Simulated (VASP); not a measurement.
# InFe2B (P4/mmm) in VASP: single point with PBE

Aim: the single point of InFe2B with PBE.

All numbers are computed with VASP 6.6.1; they aren't measurements. Logs are shortened: lines on timing, memory, paths and dates and some standing lists are left out, and cuts for length are marked.

**1. The cell of the first run**

Symmetry: P4/mmm, No. 123, tetragonal system. The conventional cell has a = 3.836 Å, b = 3.836 Å, c = 3.962 Å, α = 90.00°, β = 90.00°, γ = 90.00°. Within 3.6 Å of In (site symmetry 4/mmm) lie 8 Fe at 2.76 Å and 8 B at 3.36 Å. Within 2.5 Å of Fe (site symmetry mmm) lie 2 B at 1.92 Å. Within 2.5 Å of B (site symmetry 4/mmm) lie 4 Fe at 1.92 Å.

**2. Single point, PBE, collinear spin, ferromagnetic start**

INCAR

```
SYSTEM = InFe2B
ALGO = Normal
EDIFF = 1E-6
ENCUT = 690
GGA = PE
GGA_COMPAT = .False.
ISIF = 2
ISMEAR = 0
ISPIN = 2
LASPH = .True.
LCHARG = .True.
LELF = .True.
LMAXMIX = 4
LORBIT = 11
LREAL = .False.
LVHAR = .True.
LWAVE = .False.
MAGMOM = 0 4 4 0
NBANDS = 36
NELM = 200
PREC = Accurate
SIGMA = 0.1
```

KPOINTS

```
k-points
0
Gamma
  4 4 4
  0 0 0
```

POSCAR

```
InFe2B
1.0
    3.8361426557      0.0000000000      0.0000000000
    0.0000000000      3.8361426557      0.0000000000
    0.0000000000      0.0000000000      3.9624487342
In Fe B
1 2 1
Direct
    0.5000000000      0.5000000000      0.5000000000
    0.5000000000      0.0000000000      0.0000000000
    0.0000000000      0.5000000000      0.0000000000
    0.0000000000      0.0000000000      0.0000000000
```

Potentials or basis: VASP PAW PBE potentials, release 64 (In_d, Fe_sv, B).

Run with:

```console
cat potpaw_PBE.64/In_d/POTCAR potpaw_PBE.64/Fe_sv/POTCAR potpaw_PBE.64/B/POTCAR > POTCAR
mpirun -np 1 vasp_std > vasp.out
```

OUTCAR:

```text
SYSTEM = InFe2B
   EDIFF = 1E-6
   ENCUT = 690
   GGA = PE
   ISIF = 2
   ISMEAR = 0
   ISPIN = 2
   LASPH = .True.
   LORBIT = 11
   LREAL = .False.
   NELM = 200
   PREC = Accurate

 ion  position               nearest neighbor table
   1  0.500  0.500  0.500-   2 2.76   3 2.76   2 2.76   3 2.76   2 2.76   2 2.76   3 2.76   3 2.76

   2  0.500  0.000  0.000-   4 1.92   4 1.92   1 2.76   1 2.76   1 2.76   1 2.76
   3  0.000  0.500  0.000-   4 1.92   4 1.92   1 2.76   1 2.76   1 2.76   1 2.76
   4  0.000  0.000  0.000-   2 1.92   3 1.92   3 1.92   2 1.92

  LATTYP: Found a simple tetragonal cell.
 ALAT       =     3.8361426557
 C/A-ratio  =     1.0329252819

  Lattice vectors:

 A1 = (   3.8361426557,   0.0000000000,   0.0000000000)
 A2 = (   0.0000000000,   3.8361426557,   0.0000000000)
 A3 = (   0.0000000000,   0.0000000000,   3.9624487342)

Analysis of symmetry for initial positions (statically):
=====================================================================
 Subroutine PRICEL returns:
 Original cell was already a primitive cell.

 Routine SETGRP: Setting up the symmetry group for a
 simple tetragonal supercell.

 Subroutine GETGRP returns: Found 16 space group operations
 (whereof 16 operations were pure point group operations)
 out of a pool of 16 trial point group operations.

The static configuration has the point symmetry D_4h.

Analysis of symmetry for dynamics (positions and initial velocities):
=====================================================================
 Subroutine PRICEL returns:
 Original cell was already a primitive cell.

 Routine SETGRP: Setting up the symmetry group for a
 simple tetragonal supercell.

 Subroutine GETGRP returns: Found 16 space group operations
 (whereof 16 operations were pure point group operations)
 out of a pool of 16 trial point group operations.

The dynamic configuration has the point symmetry D_4h.

Analysis of structural, dynamic, and magnetic symmetry:
=====================================================================
 Subroutine PRICEL returns:
 Original cell was already a primitive cell.

 Routine SETGRP: Setting up the symmetry group for a
 simple tetragonal supercell.

 Subroutine GETGRP returns: Found 16 space group operations
 (whereof 16 operations were pure point group operations)
 out of a pool of 16 trial point group operations.

The overall configuration has the point symmetry D_4h.

 Subroutine INISYM returns: Found 16 space group operations
 (whereof 16 operations are pure point group operations),
[... 120 lines left out ...]
   AEXX    =    0.0000 exact exchange contribution
   IVDW    =     0    specifies the selected vdW correction
   LEPSILON=     F    determine dielectric tensor
   LRPA    =     F    only Hartree local field effects (RPA)
 spin polarized calculation
 Gauss-broadening in eV      SIGMA  =   0.10
  energy-cutoff  :      690.00
  volume of cell :       58.31
 maximum number of plane-waves:      2432
 NGX is ok and might be reduce to    36
   NGX = 17   NGY = 17   NGZ = 17

 number of electron      47.9999996 magnetization       3.1293520

 Free energy of the ion-electron system (eV)
  ---------------------------------------------------
  ext. energy  EPLUGINS =         0.00000000
  ---------------------------------------------------
  free energy    TOTEN  =       -24.61250649 eV

  energy without entropy =      -24.59019813  energy(sigma->0) =      -24.60135231

 E-fermi :   8.2049     XC(G=0): -11.5980

 val. band max:        8.1890978784   @ k =   0.2500   0.0000   0.2500
 cond. band min:       8.2181677338   @ k =   0.5000   0.2500   0.2500
 fundamental gap:      0.0290698554
 Fermi energy:         8.2048799918

 spin component 1

 k-point     1 :       0.0000    0.0000    0.0000
  band No.  band energies     occupation
      1     -79.6021      1.00000
      2     -79.5822      1.00000
      3     -45.7711      1.00000
      4     -45.7513      1.00000
      5     -45.6705      1.00000
      6     -45.6705      1.00000
[... 691 lines left out ...]
     35      24.1853      0.00000
     36      24.8672      0.00000
 Fermi energy:         8.2048799918

 spin component 2

 k-point     1 :       0.0000    0.0000    0.0000
  band No.  band energies     occupation
      1     -77.6292      1.00000
      2     -77.6077      1.00000
      3     -43.9517      1.00000
      4     -43.9517      1.00000
      5     -43.6740      1.00000
      6     -43.6740      1.00000
[... 691 lines left out ...]
     35      24.0563      0.00000
     36      24.8163      0.00000

------------------------ aborting loop because EDIFF is reached ----------------------------------------

  FORCE on cell =-STRESS in cart. coord.  units (eV):
  Direction    XX          YY          ZZ          XY          YZ          ZX
  --------------------------------------------------------------------------------------
  -------------------------------------------------------------------------------------
  Total       -0.1470936     -0.1470936     -0.1499665      0.0000000      0.0000000      0.0000000
  in kB       -4.0415804     -4.0415804     -4.1205165      0.0000000      0.0000000      0.0000000
  external PRESSURE =      -4.0678925 kB  Pullay stress =       0.0000000 kB

 VOLUME and BASIS-vectors are now :
 -----------------------------------------------------------------------------
  energy-cutoff  :      690.00
  volume of cell :       58.31
      direct lattice vectors                 reciprocal lattice vectors
     3.836142656  0.000000000  0.000000000     0.260678523  0.000000000  0.000000000
     0.000000000  3.836142656  0.000000000     0.000000000  0.260678523  0.000000000
     0.000000000  0.000000000  3.962448734     0.000000000  0.000000000  0.252369196

 POSITION                                       TOTAL-FORCE (eV/Angst)
 -----------------------------------------------------------------------------------
      1.91807      1.91807      1.98122         0.000000      0.000000      0.000000
      1.91807      0.00000      0.00000         0.000000      0.000000      0.000000
      0.00000      1.91807      0.00000         0.000000      0.000000      0.000000
      0.00000      0.00000      0.00000         0.000000      0.000000      0.000000
 -----------------------------------------------------------------------------------
    total drift:                                0.000000      0.000000     -0.000000

  FREE ENERGIE OF THE ION-ELECTRON SYSTEM (eV)
  ---------------------------------------------------
  free  energy   TOTEN  =       -24.6125064871 eV

  energy  without entropy=      -24.5901981323  energy(sigma->0) =      -24.60135231

 total charge

# of ion       s       p       d       tot
------------------------------------------
    1        0.867   0.717   9.876  11.459
    2        2.170   6.040   5.585  13.795
    3        2.170   6.040   5.585  13.795
    4        0.809   1.111   0.000   1.920
--------------------------------------------------
tot          6.016  13.908  21.046  40.971

 magnetization (x)

# of ion       s       p       d       tot
------------------------------------------
    1       -0.024  -0.080   0.006  -0.098
    2        0.007   0.000   1.670   1.677
    3        0.007   0.000   1.670   1.677
    4       -0.024  -0.136   0.000  -0.160
--------------------------------------------------
tot         -0.034  -0.215   3.345   3.095
```

Run time: 1.8 min. Hardware: 1 thread of Intel Xeon Platinum 8259CL at 2.50GHz (Skylake/Cascade Lake), shared host; peak memory 0.29 GiB.

Results:

| Item | Value |
| --- | --- |
| Free energy | -24.6125 eV |
| Pressure | -0.4 GPa |
| Net moment | 3.13 μB per cell |
| Site moments | In -0.10; Fe +1.68; B -0.16 μB |
| Valence electrons inside the program's atomic spheres | In 11.46; Fe 13.79; B 1.92 |

Levels at points of the mesh, in eV from the Fermi level:
Spin up:
```csv
k point,band 23,band 24,band 25,band 26,band 27,band 28
"(0.00, 0.00, 0.00)",-1.09,-0.71,-0.71,-0.62,-0.07,3.31
"(0.50, 0.00, 0.00)",-1.88,-1.64,-1.60,2.77,3.08,3.98
"(0.50, 0.50, 0.00)",-2.04,-1.22,-1.22,0.57,0.57,4.96
"(0.00, 0.00, 0.50)",-1.25,-1.08,-0.06,0.26,0.26,2.79
"(0.50, 0.00, 0.50)",-1.59,-1.45,-0.92,-0.43,-0.25,2.97
"(0.50, 0.50, 0.50)",-1.23,-1.23,-1.17,-0.44,-0.44,1.37
```
Spin down:
```tsv
k point	band 19	band 20	band 21	band 22	band 23	band 24	band 25	band 26	band 27	band 28
(0.00, 0.00, 0.00)	-0.81	-0.73	-0.48	-0.48	-0.04	0.65	0.65	0.73	1.33	4.13
(0.50, 0.00, 0.00)	-1.59	-1.14	-1.06	-0.46	-0.03	0.16	0.24	3.27	3.71	4.55
(0.50, 0.50, 0.00)	-1.93	-1.93	-1.73	-0.37	-0.37	0.70	0.81	1.92	1.92	5.51
(0.00, 0.00, 0.50)	-1.37	-0.21	0.13	0.13	0.23	0.49	0.49	0.90	1.33	2.43
(0.50, 0.00, 0.50)	-2.15	-0.83	-0.60	-0.18	0.27	0.29	0.35	1.05	1.17	3.45
(0.50, 0.50, 0.50)	-1.75	-0.49	-0.49	-0.45	-0.45	0.45	0.45	0.74	0.77	2.63
```

Caveat: the k points lie up to 0.41 Å⁻¹ apart; spin-orbit coupling is left out, which moves the levels of the heavy elements.
